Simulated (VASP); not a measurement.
# BP (F-43m) in VASP: settings compared

The runs below take BP through single point, with LDA, revPBE, BLYP+D3(BJ).

Everything below comes from runs of VASP 6.6.1. Logs are shortened: lines on timing, memory, paths and dates and some standing lists are left out, and cuts for length are marked.

## 1. The cell of the first run

Symmetry: F-43m, No. 216, cubic system. Conventional cell: a = 4.568 Å, b = 4.568 Å, c = 4.568 Å, α = 90.00°, β = 90.00°, γ = 90.00°. P (site symmetry -43m) has 4 B at 1.98 Å within 2.6 Å. Within 2.6 Å of B (site symmetry -43m) lie 4 P at 1.98 Å.

## 2. Single point, LDA

Input file INCAR:

```
ALGO = Normal ; EDIFF = 1E-6
ENCUT = 520 ; GGA = CA
ISIF = 2 ; ISMEAR = -1
LASPH = True ; LCHARG = False
LREAL = False ; LWAVE = False
NBANDS = 11 ; NELM = 100
PREC = Accurate ; SIGMA = 0.05
```

Input file KPOINTS:

```
k-points
0
Gamma
  10 10 10
```

Input file POSCAR:

```
BP
1.0
    0.0000000000      2.2840269280      2.2840269280
    2.2840269280      0.0000000000      2.2840269280
    2.2840269280      2.2840269280      0.0000000000
P B
1 1
Direct
    0.7500000000      0.7500000000      0.7500000000
    0.0000000000      0.0000000000      0.0000000000
```

Potentials or basis: VASP PAW LDA potentials, release 64 (P, B).

Launch:

```bash
cat potpaw_LDA.64/P/POTCAR potpaw_LDA.64/B/POTCAR > POTCAR
mpirun -np 1 vasp_std > vasp.out
```

OUTCAR:

```text
EDIFF = 1E-6
   ENCUT = 520
   GGA = CA
   ISIF = 2
   ISMEAR = -1
   LASPH = True
   LREAL = False
   NELM = 100
   PREC = Accurate

 ion  position               nearest neighbor table
   1  0.750  0.750  0.750-   2 1.98   2 1.98   2 1.98   2 1.98
   2  0.000  0.000  0.000-   1 1.98   1 1.98   1 1.98   1 1.98

  LATTYP: Found a face centered cubic cell.
 ALAT       =     4.5680538560

  Lattice vectors:

 A1 = (   0.0000000000,   2.2840269280,   2.2840269280)
 A2 = (   2.2840269280,   0.0000000000,   2.2840269280)
 A3 = (   2.2840269280,   2.2840269280,   0.0000000000)

Analysis of symmetry for initial positions (statically):
=====================================================================
 Subroutine PRICEL returns:
 Original cell was already a primitive cell.

 Routine SETGRP: Setting up the symmetry group for a
 face centered cubic supercell.

 Subroutine GETGRP returns: Found 24 space group operations
 (whereof 24 operations were pure point group operations)
 out of a pool of 48 trial point group operations.

The static configuration has the point symmetry T_d .

Analysis of symmetry for dynamics (positions and initial velocities):
=====================================================================
 Subroutine PRICEL returns:
 Original cell was already a primitive cell.

 Routine SETGRP: Setting up the symmetry group for a
 face centered cubic supercell.

 Subroutine GETGRP returns: Found 24 space group operations
 (whereof 24 operations were pure point group operations)
 out of a pool of 48 trial point group operations.

The dynamic configuration has the point symmetry T_d .

 Subroutine INISYM returns: Found 24 space group operations
 (whereof 24 operations are pure point group operations),
 and found     1 'primitive' translations

----------------------------------------------------------------------------------------

                                     Primitive cell

  volume of cell :      23.8305

  direct lattice vectors                    reciprocal lattice vectors
     0.000000000  2.284026928  2.284026928    -0.218911605  0.218911605  0.218911605
     2.284026928  0.000000000  2.284026928     0.218911605 -0.218911605  0.218911605
     2.284026928  2.284026928  0.000000000     0.218911605  0.218911605 -0.218911605

  length of vectors
     3.230101858  3.230101858  3.230101858     0.379166022  0.379166022  0.379166022

  position of ions in fractional coordinates (direct lattice)
     0.750000000  0.750000000  0.750000000
     0.000000000  0.000000000  0.000000000

  ion indices of the primitive-cell ions
   primitive index   ion index
                 1           1
                 2           2

----------------------------------------------------------------------------------------

 KPOINTS: k-points

Automatic generation of k-mesh.
 Grid dimensions read from file:
 generate k-points for:   10   10   10

 Generating k-lattice:

  Cartesian coordinates                     Fractional coordinates (reciprocal lattice)
    -0.021891160  0.021891160  0.021891160     0.100000000  0.000000000  0.000000000
     0.021891160 -0.021891160  0.021891160     0.000000000  0.100000000  0.000000000
     0.021891160  0.021891160 -0.021891160     0.000000000  0.000000000  0.100000000

  Length of vectors
     0.037916602  0.037916602  0.037916602

  Shift w.r.t. Gamma in fractional coordinates (k-lattice)
     0.000000000  0.000000000  0.000000000

 Subroutine IBZKPT returns following result:
 ===========================================

 Found     47 irreducible k-points:

 Following reciprocal coordinates:
            Coordinates               Weight
  0.000000  0.000000  0.000000      1.000000
  0.100000  0.000000  0.000000      8.000000
  0.200000  0.000000  0.000000      8.000000
  0.300000  0.000000  0.000000      8.000000
  0.400000  0.000000  0.000000      8.000000
  0.500000  0.000000  0.000000      4.000000
[... 16 lines left out ...]
  0.300000  0.300000  0.000000      6.000000
  0.400000  0.300000  0.000000     24.000000
 [... further k-points ...]
   k-points           NKPTS =     47   k-points in BZ     NKDIM =     47   number of bands    NBANDS=     11
   number of dos      NEDOS =    301   number of ions     NIONS =      2
   total plane-waves  NPLWV =  13824
   dimension x,y,z NGX =    24 NGY =   24 NGZ =   24
   dimension x,y,z NGXF=    48 NGYF=   48 NGZF=   48
   ions per type =               1   1
   NGX,Y,Z   is equivalent  to a cutoff of  12.35, 12.35, 12.35 a.u.
   NGXF,Y,Z  is equivalent  to a cutoff of  24.70, 24.70, 24.70 a.u.
 SYSTEM =  unknown system
   PREC   = accura    normal or accurate (medium, high low for compatibility)
   ISTART =      0    job   : 0-new  1-cont  2-samecut
   ICHARG =      2    charge: 1-file 2-atom 10-const
   ISPIN  =      1    spin polarized calculation?
   LNONCOLLINEAR =      F non collinear calculations
   LSORBIT =      F    spin-orbit coupling
   LASPH  =      T    aspherical Exc in radial PAW
   ENCUT  =  520.0 eV  38.22 Ry    6.18 a.u.   6.01  6.01  6.01*2*pi/ulx,y,z
   NELM   =    100;   NELMIN=  2; NELMDL= -5     # of ELM steps
   EDIFF  = 0.1E-05   stopping-criterion for ELM
   LREAL  =      F    real-space projection
   EDIFFG = 0.1E-04   stopping-criterion for IOM
   NSW    =      0    number of steps for IOM
   IBRION =     -1    ionic relax: 0-MD 1-quasi-New 2-CG
   NFREE  =      0    steps in history (QN), initial steepest desc. (CG)
   ISIF   =      2    stress and relaxation
   ISYM   =      2    0-nonsym 1-usesym 2-fastsym
   POTIM  = 0.5000    time-step for ionic-motion
   TEBEG  =    0.0;   TEEND  =   0.0 temperature during run
   PSTRESS=    0.0 pullay stress
   NELECT =       8.0000    total number of electrons
   NUPDOWN=      -1.0000    fix difference up-down
   EMIN   =  10.00;   EMAX   =-10.00  energy-range for DOS
[... 5 lines left out ...]
     AMIX     =   0.40;   BMIX     =  1.00
     AMIX_MAG =   1.60;   BMIX_MAG =  1.00
  volume/ion in A,a.u.               =      11.92        80.41
  Fermi-wavevector in a.u.,A,eV,Ry     =   1.137785  2.150102 17.613492  1.294555
  Thomas-Fermi vector in A             =   2.274490
   LORBIT       =      0    0 simple, 1 ext, 2 COOP (PROOUT), +10 PAW based schemes
   GGA     = CA    functional components
   LHFCALC =     F    Hartree Fock is set to
   AEXX    =    0.0000 exact exchange contribution
   IVDW    =     0    specifies the selected vdW correction
   LEPSILON=     F    determine dielectric tensor
   LRPA    =     F    only Hartree local field effects (RPA)
 non-spin polarized calculation
  energy-cutoff  :      520.00
  volume of cell :       23.83
 maximum number of plane-waves:       656
   NGX = 13   NGY = 13   NGZ = 13

 number of electron       7.9999999 magnetization

 Free energy of the ion-electron system (eV)
  ---------------------------------------------------
  ext. energy  EPLUGINS =         0.00000000
  ---------------------------------------------------
  free energy    TOTEN  =       -14.36747387 eV

  energy without entropy =      -14.36747380  energy(sigma->0) =      -14.36747383

 E-fermi :   7.7588     XC(G=0): -11.0065

 val. band max:        7.1713391758   @ k =   0.0000   0.0000   0.0000
 cond. band min:       8.3815763625   @ k =   0.4000   0.4000   0.0000
 fundamental gap:      1.2102371867
 Fermi energy:         7.7588334301

 k-point     1 :       0.0000    0.0000    0.0000
  band No.  band energies     occupation
      1      -8.0454      2.00000
      2       7.1713      1.99998
      3       7.1713      1.99998
      4       7.1713      1.99998
      5      10.5200      0.00000
      6      10.5200      0.00000
      7      10.5200      0.00000
      8      14.2404      0.00000
      9      18.2912      0.00000
     10      19.2954      0.00000
     11      19.2954      0.00000

 k-point     2 :       0.1000    0.0000    0.0000
  band No.  band energies     occupation
      1      -7.8683      2.00000
      2       5.8932      2.00000
      3       6.8828      2.00000
      4       6.8828      2.00000
      5      10.9189      0.00000
      6      10.9189      0.00000
      7      10.9269      0.00000
      8      14.7684      0.00000
      9      18.5887      0.00000
     10      18.5887      0.00000
     11      18.8448      0.00000

 k-point     3 :       0.2000    0.0000    0.0000
  band No.  band energies     occupation
      1      -7.3441      2.00000
      2       3.5911      2.00000
      3       6.3346      2.00000
      4       6.3346      2.00000
      5      11.0938      0.00000
      6      11.6261      0.00000
      7      11.6261      0.00000
      8      15.9384      0.00000
      9      17.9715      0.00000
     10      17.9715      0.00000
     11      19.7154      0.00000

 k-point     4 :       0.3000    0.0000    0.0000
  band No.  band energies     occupation
      1      -6.5026      2.00000
      2       1.2719      2.00000
      3       5.8545      2.00000
      4       5.8545      2.00000
      5      10.9919      0.00000
      6      11.9609      0.00000
      7      11.9609      0.00000
      8      16.8496      0.00000
      9      18.5127      0.00000
     10      18.5127      0.00000
     11      19.9861      0.00000
[... 239 lines left out ...]
 k-point    22 :      -0.2000    0.2000    0.0000
  band No.  band energies     occupation
      1      -6.2167      2.00000
      2       2.0117      2.00000
      3       3.0773      2.00000
      4       5.9512      2.00000
      5      11.5507      0.00000
      6      12.4014      0.00000
      7      13.4192      0.00000
      8      15.2775      0.00000
      9      16.6319      0.00000
     10      20.4704      0.00000
     11      22.5451      0.00000

 k-point    23 :       0.3000    0.3000    0.0000
  band No.  band energies     occupation
      1      -5.9697      2.00000
      2       2.4238      2.00000
      3       4.0144      2.00000
      4       4.0144      2.00000
      5       8.6566      0.00000
      6      11.0037      0.00000
      7      15.8411      0.00000
      8      15.8411      0.00000
      9      19.8692      0.00000
     10      21.5123      0.00000
     11      23.1785      0.00000

 k-point    24 :       0.4000    0.3000    0.0000
  band No.  band energies     occupation
      1      -5.1624      2.00000
      2       1.1255      2.00000
      3       3.1981      2.00000
      4       3.7248      2.00000
      5       8.9421      0.00000
      6      10.7145      0.00000
      7      16.4306      0.00000
      8      16.4587      0.00000
      9      20.7728      0.00000
     10      22.3391      0.00000
     11      23.7238      0.00000

 [... further k-points ...]
[... 5 lines left out ...]
  --------------------------------------------------------------------------------------
  -------------------------------------------------------------------------------------
  Total       -1.2309676     -1.2309676     -1.2309676      0.0000000      0.0000000     -0.0000000
  in kB      -82.7605815    -82.7605815    -82.7605815      0.0000000      0.0000000     -0.0000000
  external PRESSURE =     -82.7605815 kB  Pullay stress =       0.0000000 kB

 VOLUME and BASIS-vectors are now :
 -----------------------------------------------------------------------------
  energy-cutoff  :      520.00
  volume of cell :       23.83
      direct lattice vectors                 reciprocal lattice vectors
     0.000000000  2.284026928  2.284026928    -0.218911605  0.218911605  0.218911605
     2.284026928  0.000000000  2.284026928     0.218911605 -0.218911605  0.218911605
     2.284026928  2.284026928  0.000000000     0.218911605  0.218911605 -0.218911605

 POSITION                                       TOTAL-FORCE (eV/Angst)
 -----------------------------------------------------------------------------------
      3.42604      3.42604      3.42604         0.000000      0.000000      0.000000
      0.00000      0.00000      0.00000        -0.000000     -0.000000     -0.000000
 -----------------------------------------------------------------------------------
    total drift:                               -0.000000     -0.000000     -0.000000

  FREE ENERGIE OF THE ION-ELECTRON SYSTEM (eV)
  ---------------------------------------------------
  free  energy   TOTEN  =       -14.3674738665 eV

  energy  without entropy=      -14.3674738013  energy(sigma->0) =      -14.36747383
```

Run time: 20 s. Hardware: 1 thread of AMD EPYC 7R13, shared host; peak memory 0.1 GiB.

What came out:

```
Free energy            : -14.3675 eV
Pressure               : -8.3 GPa
Band gap on the k mesh : 1.21 eV, indirect (least direct gap 3.35 eV)
```

A k mesh can miss the band edges. Expect the measured gap to be larger: semilocal functionals such as LDA lack the derivative discontinuity.

[end of part 1 of 2]
